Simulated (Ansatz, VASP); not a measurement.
# Two plane-wave programs on Si

```
Si
1.0
     0.00000    1.93065    1.93065
     1.93065    0.00000    1.93065
     1.93065    1.93065    0.00000
Si
1
Direct
  0.00000 0.00000 0.00000
```

Alike in both runs: functional PBE; k mesh 10 × 10 × 10; occupations gaussian, width 0.1 eV; no spin polarisation.

Ansatz relaxed the structure, and its values are those at the end. VASP's run is a single point on that final structure, the one shown.

|  | VASP | Ansatz |
| --- | --- | --- |
| version | VASP 6.6.1 | Ansatz 0.2.0 |
| potentials or method | VASP PAW PBE potentials, release 64 (Si), cutoff 500 eV | scalar-relativistic, plane waves, PAW |
| valence electrons in the cell | 4 | 4 |

```csv
,VASP,Ansatz,Ansatz less VASP
gap on the k mesh at the Fermi level (eV),none,none,-
pressure (GPa),0.0,0.0,+0.03
```

A gap of «none» marks a metal or a gap that the smearing closes.
